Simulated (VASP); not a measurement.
# Ni in VASP: single point with LDA

Aim: the single point of Ni with LDA.

Everything below comes from runs of VASP 6.6.1. Logs are shortened: lines on timing, memory, paths and dates and some standing lists are left out, and cuts for length are marked.

### 1 The cell of the first run

The cell holds a slab with vacuum, 6 atoms: a = 2.421 Å, b = 2.421 Å, c = 24.884 Å, α = 90.00°, β = 90.00°, γ = 120.00°.

### 2 Single point, LDA, collinear spin, ferromagnetic start

INCAR

```
PREC = Accurate
ENCUT = 520
EDIFF = 1E-7
ISMEAR = 0
SIGMA = 0.1
LREAL = F
LASPH = T
NELM = 150
ALGO = Normal
ISIF = 2
LWAVE = F
LCHARG = F
ISPIN = 2
MAGMOM = 0.7 0.7 0.7 0.7 0.7 0.7
LORBIT = 11
LMAXMIX = 4
LDIPOL = T
IDIPOL = 3
DIPOL = 0.5 0.5 0.500
GGA = CA
NBANDS = 43
```

KPOINTS

```
regular mesh
0
Gamma
  15 15 1
```

POSCAR

```
Ni
1.0
    2.4211813597      0.0000000000      0.0000000000
   -1.2105906799      2.0968045647      0.0000000000
    0.0000000000      0.0000000000     24.8844315101
Ni
6
Direct
    0.6666666667      0.3333333333      0.3025639781
    0.3333333333      0.6666666667      0.3809147060
    0.0000000000      0.0000000000      0.4602389661
    0.6666666667      0.3333333333      0.5397608978
    0.3333333333      0.6666666667      0.6190852599
    0.0000000000      0.0000000000      0.6974361922
```

Potentials or basis: VASP PAW LDA potentials, release 64 (Ni).

Run with:

```sh
cat potpaw_LDA.64/Ni/POTCAR > POTCAR
mpirun -np 1 vasp_std > vasp.out
```

OUTCAR:

```text
PREC = Accurate
   ENCUT = 520
   EDIFF = 1E-7
   ISMEAR = 0
   LREAL = F
   LASPH = T
   NELM = 150
   ISIF = 2
   ISPIN = 2
   LORBIT = 11
   GGA = CA

 ion  position               nearest neighbor table
   1  0.667  0.333  0.303-   2 2.40   2 2.40   2 2.40
   2  0.333  0.667  0.381-   1 2.40   1 2.40   1 2.40   3 2.42   3 2.42   3 2.42
   3  0.000  0.000  0.460-   2 2.42   2 2.42   2 2.42   4 2.42   4 2.42   4 2.42
   4  0.667  0.333  0.540-   5 2.42   5 2.42   5 2.42   3 2.42   3 2.42   3 2.42
   5  0.333  0.667  0.619-   6 2.40   6 2.40   6 2.40   4 2.42   4 2.42   4 2.42
   6  0.000  0.000  0.697-   5 2.40   5 2.40   5 2.40

  LATTYP: Found a hexagonal cell.
 ALAT       =     2.4211813597
 C/A-ratio  =    10.2778056714

  Lattice vectors:

 A1 = (   2.4211813597,   0.0000000000,   0.0000000000)
 A2 = (  -1.2105906799,   2.0968045647,   0.0000000000)
 A3 = (   0.0000000000,   0.0000000000,  24.8844315101)

Analysis of symmetry for initial positions (statically):
=====================================================================
 Subroutine PRICEL returns:
 Original cell was already a primitive cell.

 Routine SETGRP: Setting up the symmetry group for a
 hexagonal supercell.

 Subroutine GETGRP returns: Found 12 space group operations
 (whereof  6 operations were pure point group operations)
 out of a pool of 24 trial point group operations.

The static configuration has the point symmetry C_3v.
 The point group associated with its full space group is D_3d.

Analysis of symmetry for dynamics (positions and initial velocities):
=====================================================================
 Subroutine PRICEL returns:
 Original cell was already a primitive cell.

 Routine SETGRP: Setting up the symmetry group for a
 hexagonal supercell.

 Subroutine GETGRP returns: Found 12 space group operations
 (whereof  6 operations were pure point group operations)
 out of a pool of 24 trial point group operations.

The dynamic configuration has the point symmetry C_3v.
 The point group associated with its full space group is D_3d.

Analysis of structural, dynamic, and magnetic symmetry:
=====================================================================
 Subroutine PRICEL returns:
 Original cell was already a primitive cell.

 Routine SETGRP: Setting up the symmetry group for a
 hexagonal supercell.

 Subroutine GETGRP returns: Found 12 space group operations
 (whereof  6 operations were pure point group operations)
 out of a pool of 24 trial point group operations.

The overall configuration has the point symmetry C_3v.
 The point group associated with its full space group is D_3d.

 Subroutine INISYM returns: Found 12 space group operations
 (whereof  6 operations are pure point group operations),
 and found     1 'primitive' translations

----------------------------------------------------------------------------------------

                                     Primitive cell

  volume of cell :     126.3319

  direct lattice vectors                    reciprocal lattice vectors
     2.421181360  0.000000000  0.000000000     0.413021518  0.238458084  0.000000000
    -1.210590680  2.096804565  0.000000000     0.000000000  0.476916169  0.000000000
     0.000000000  0.000000000 24.884431510     0.000000000  0.000000000  0.040185768

  length of vectors
     2.421181360  2.421181360 24.884431510     0.476916169  0.476916169  0.040185768

  position of ions in fractional coordinates (direct lattice)
     0.666666667  0.333333333  0.302563978
     0.333333333  0.666666667  0.380914706
     0.000000000  0.000000000  0.460238966
     0.666666667  0.333333333  0.539760898
     0.333333333  0.666666667  0.619085260
     0.000000000  0.000000000  0.697436192

  ion indices of the primitive-cell ions
   primitive index   ion index
                 1           1
                 2           2
                 3           3
                 4           4
                 5           5
                 6           6

----------------------------------------------------------------------------------------

 KPOINTS: regular mesh

Automatic generation of k-mesh.
 Grid dimensions read from file:
 generate k-points for:   15   15    1

 Generating k-lattice:

  Cartesian coordinates                     Fractional coordinates (reciprocal lattice)
     0.027534768  0.015897206  0.000000000     0.066666667  0.000000000  0.000000000
     0.000000000  0.031794411  0.000000000     0.000000000  0.066666667  0.000000000
     0.000000000  0.000000000  0.040185768     0.000000000  0.000000000  1.000000000

  Length of vectors
     0.031794411  0.031794411  0.040185768

  Shift w.r.t. Gamma in fractional coordinates (k-lattice)
     0.000000000  0.000000000  0.000000000

 Subroutine IBZKPT returns following result:
 ===========================================

 Found     27 irreducible k-points:

 Following reciprocal coordinates:
            Coordinates               Weight
  0.000000  0.000000  0.000000      1.000000
  0.066667  0.000000  0.000000      6.000000
  0.133333  0.000000  0.000000      6.000000
  0.200000 -0.000000  0.000000      6.000000
  0.266667  0.000000  0.000000      6.000000
  0.333333  0.000000  0.000000      6.000000
[... 16 lines left out ...]
  0.333333  0.200000  0.000000     12.000000
  0.400000  0.200000  0.000000      6.000000
 [... further k-points ...]
   k-points           NKPTS =     27   k-points in BZ     NKDIM =     27   number of bands    NBANDS=     43
   number of dos      NEDOS =    301   number of ions     NIONS =      6
   total plane-waves  NPLWV =  62208
   dimension x,y,z NGX =    18 NGY =   18 NGZ =  192
   dimension x,y,z NGXF=    36 NGYF=   36 NGZF=  384
   ions per type =               6
   NGX,Y,Z   is equivalent  to a cutoff of  12.36, 12.36, 12.83 a.u.
   NGXF,Y,Z  is equivalent  to a cutoff of  24.72, 24.72, 25.65 a.u.
 SYSTEM =  unknown system
   PREC   = accura    normal or accurate (medium, high low for compatibility)
   ISTART =      0    job   : 0-new  1-cont  2-samecut
   ICHARG =      2    charge: 1-file 2-atom 10-const
   ISPIN  =      2    spin polarized calculation?
   LNONCOLLINEAR =      F non collinear calculations
   LSORBIT =      F    spin-orbit coupling
   LASPH  =      T    aspherical Exc in radial PAW
   ENCUT  =  520.0 eV  38.22 Ry    6.18 a.u.   4.50  4.50 46.27*2*pi/ulx,y,z
   NELM   =    150;   NELMIN=  2; NELMDL= -5     # of ELM steps
   EDIFF  = 0.1E-06   stopping-criterion for ELM
   LREAL  =      F    real-space projection
   EDIFFG = 0.1E-05   stopping-criterion for IOM
   NSW    =      0    number of steps for IOM
   IBRION =     -1    ionic relax: 0-MD 1-quasi-New 2-CG
   NFREE  =      0    steps in history (QN), initial steepest desc. (CG)
   ISIF   =      2    stress and relaxation
   ISYM   =      2    0-nonsym 1-usesym 2-fastsym
   POTIM  = 0.5000    time-step for ionic-motion
   TEBEG  =    0.0;   TEEND  =   0.0 temperature during run
   PSTRESS=    0.0 pullay stress
   NELECT =      60.0000    total number of electrons
   NUPDOWN=      -1.0000    fix difference up-down
   EMIN   =  10.00;   EMAX   =-10.00  energy-range for DOS
   EFERMI =   0.00;   METHOD = LEGACY
   ISMEAR =     0;   SIGMA  =   0.10  broadening in eV -4-tet -1-fermi 0-gaus
   EFERMI_NEDOS =   21; number of points for ismear=-14 and -15
   IALGO  =     38    algorithm
   IMIX   =      4    mixing-type and parameters
     AMIX     =   0.40;   BMIX     =  1.00
     AMIX_MAG =   1.60;   BMIX_MAG =  1.00
  volume/ion in A,a.u.               =      21.06       142.09
  Fermi-wavevector in a.u.,A,eV,Ry     =   1.277284  2.413717 22.197296  1.631455
  Thomas-Fermi vector in A             =   2.409893
   LORBIT       =     11    0 simple, 1 ext, 2 COOP (PROOUT), +10 PAW based schemes
   GGA     = CA    functional components
   LHFCALC =     F    Hartree Fock is set to
   AEXX    =    0.0000 exact exchange contribution
   IVDW    =     0    specifies the selected vdW correction
   LEPSILON=     F    determine dielectric tensor
   LRPA    =     F    only Hartree local field effects (RPA)
 spin polarized calculation
 Gauss-broadening in eV      SIGMA  =   0.10
  energy-cutoff  :      520.00
  volume of cell :      126.33
 maximum number of plane-waves:      3457
 NGX is ok and might be reduce to    18
   NGX =  9   NGY =  9   NGZ = 93

 dipolmoment           0.000000      0.000000     -0.000000 electrons x Angstroem

 number of electron      59.9999945 magnetization       3.6827551

 dipolmoment           0.000000      0.000000      0.000049 electrons x Angstroem

 Free energy of the ion-electron system (eV)
  ---------------------------------------------------
  ext. energy  EPLUGINS =         0.00000000
  ---------------------------------------------------
  free energy    TOTEN  =       -37.90411645 eV

  energy without entropy =      -37.84516870  energy(sigma->0) =      -37.87464257

 E-fermi :   2.0511     XC(G=0):  -7.5000

 val. band max:        2.0433614444   @ k =   0.4000   0.0000   0.0000
 cond. band min:       2.0553138604   @ k =   0.0667   0.0000   0.0000
 fundamental gap:      0.0119524160
 Fermi energy:         2.0510696687

 spin component 1

 k-point     1 :       0.0000    0.0000    0.0000
  band No.  band energies     occupation
      1      -7.2904      1.00000
      2      -6.5778      1.00000
      3      -5.4636      1.00000
      4      -4.2371      1.00000
      5      -3.4205      1.00000
      6      -3.2236      1.00000
[... 34 lines left out ...]
     41       9.2504      0.00000
     42      10.6917      0.00000

 k-point     2 :       0.0667    0.0000    0.0000
  band No.  band energies     occupation
      1      -7.1278      1.00000
      2      -6.4200      1.00000
      3      -5.3136      1.00000
      4      -4.0964      1.00000
      5      -3.2920      1.00000
      6      -3.1094      1.00000
[... 979 lines left out ...]
     41      12.0913      0.00000
     42      12.3982      0.00000

 k-point    24 :       0.4000    0.2000    0.0000
  band No.  band energies     occupation
      1      -2.4841      1.00000
      2      -2.4646      1.00000
      3      -2.2372      1.00000
      4      -2.1553      1.00000
      5      -2.0950      1.00000
      6      -1.8497      1.00000
[... 34 lines left out ...]
     41      11.8692      0.00000
     42      12.0300      0.00000

 [... further k-points ...]

 spin component 2

 k-point     1 :       0.0000    0.0000    0.0000
  band No.  band energies     occupation
      1      -7.2435      1.00000
      2      -6.5272      1.00000
      3      -5.4045      1.00000
      4      -4.1290      1.00000
      5      -3.1752      1.00000
      6      -2.8683      1.00000
[... 34 lines left out ...]
     41       9.4209      0.00000
     42      10.8243      0.00000

 k-point     2 :       0.0667    0.0000    0.0000
  band No.  band energies     occupation
      1      -7.0806      1.00000
      2      -6.3689      1.00000
      3      -5.2537      1.00000
      4      -3.9866      1.00000
      5      -3.0423      1.00000
      6      -2.7488      1.00000
[... 979 lines left out ...]
     41      12.2867      0.00000
     42      12.5836      0.00000

 k-point    24 :       0.4000    0.2000    0.0000
  band No.  band energies     occupation
      1      -2.0977      1.00000
      2      -2.0422      1.00000
      3      -1.8573      1.00000
      4      -1.7285      1.00000
      5      -1.5964      1.00000
      6      -1.4567      1.00000
[... 34 lines left out ...]
     41      12.0636      0.00000
     42      12.2316      0.00000

 [... further k-points ...]

 [bands above 42 left out]

------------------------ aborting loop because EDIFF is reached ----------------------------------------

 vacuum level on the upper side and lower side of the slab       (xc-potential included)        -0.008        -0.010

  FORCE on cell =-STRESS in cart. coord.  units (eV):
  Direction    XX          YY          ZZ          XY          YZ          ZX
  --------------------------------------------------------------------------------------
  -------------------------------------------------------------------------------------
  Total       -1.8435838     -1.8435838     -0.0340558      0.0000000      0.0000000      0.0000000
  in kB      -23.3808597    -23.3808597     -0.4319060      0.0000000      0.0000000      0.0000000
  external PRESSURE =     -15.7312085 kB  Pullay stress =       0.0000000 kB

 VOLUME and BASIS-vectors are now :
 -----------------------------------------------------------------------------
  energy-cutoff  :      520.00
  volume of cell :      126.33
      direct lattice vectors                 reciprocal lattice vectors
     2.421181360  0.000000000  0.000000000     0.413021518  0.238458084  0.000000000
    -1.210590680  2.096804565  0.000000000     0.000000000  0.476916169  0.000000000
     0.000000000  0.000000000 24.884431510     0.000000000  0.000000000  0.040185768

 POSITION                                       TOTAL-FORCE (eV/Angst)
 -----------------------------------------------------------------------------------
      1.21059      0.69893      7.52913        -0.000000      0.000000     -0.005392
     -0.00000      1.39787      9.47885        -0.000000     -0.000000      0.013445
      0.00000      0.00000     11.45279         0.000000      0.000000     -0.000263
      1.21059      0.69893     13.43164        -0.000000      0.000000      0.000263
     -0.00000      1.39787     15.40558         0.000000      0.000000     -0.013445
      0.00000      0.00000     17.35530        -0.000000     -0.000000      0.005392
 -----------------------------------------------------------------------------------
    total drift:                               -0.000000      0.000000      0.008648

  FREE ENERGIE OF THE ION-ELECTRON SYSTEM (eV)
  ---------------------------------------------------
  free  energy   TOTEN  =       -37.9041164511 eV

  energy  without entropy=      -37.8451686973  energy(sigma->0) =      -37.87464257

 vacuum level on the upper side and lower side of the slab         7.546         7.544

 total charge

# of ion       s       p       d       tot
------------------------------------------
    1        0.524   0.443   8.348   9.315
    2        0.534   0.576   8.371   9.481
    3        0.536   0.571   8.368   9.476
    4        0.536   0.571   8.368   9.476
    5        0.534   0.576   8.371   9.481
    6        0.524   0.443   8.348   9.315
--------------------------------------------------
tot          3.190   3.180  50.174  56.544

 magnetization (x)

# of ion       s       p       d       tot
------------------------------------------
    1       -0.005  -0.019   0.632   0.608
    2       -0.005  -0.020   0.663   0.638
    3       -0.005  -0.021   0.627   0.601
    4       -0.005  -0.021   0.627   0.601
    5       -0.005  -0.020   0.663   0.638
    6       -0.005  -0.019   0.632   0.608
--------------------------------------------------
tot         -0.030  -0.118   3.844   3.696
```

It took 9.5 min on 1 thread of AMD EPYC 7R13 (Zen 3), shared host; peak memory 0.31 GiB.

What came out:

| Property | Result |
| --- | --- |
| Free energy | -37.9041 eV |
| Largest force | 0.013 eV/Å |
| Net moment | 3.68 μB per cell |
| Site moments | Ni +0.61, +0.64, +0.60 μB |
| Valence electrons inside the program's atomic spheres | Ni 9.31, 9.48 |

Forces on the atoms (eV/Å):
```
Ni   0.000  0.000 -0.005
Ni   0.000  0.000  0.013
Ni   0.000  0.000  0.000
Ni   0.000  0.000  0.000
Ni   0.000  0.000 -0.013
Ni   0.000  0.000  0.005
```

Levels at points of the mesh, in eV from the Fermi level:
Spin up:
| k point | band 30 | band 31 | band 32 | band 33 | band 34 | band 35 |
| --- | --- | --- | --- | --- | --- | --- |
| (0.00, 0.00, 0.00) | -0.87 | -0.87 | -0.60 | -0.60 | -0.51 | -0.51 |
Spin down:
```
           k point  band 23  band 24  band 25  band 26  band 27  band 28  band 29  band 30  band 31  band 32
(0.00, 0.00, 0.00)    -1.52    -0.74    -0.74    -0.70    -0.70    -0.54    -0.54    -0.25    -0.25    -0.23
```
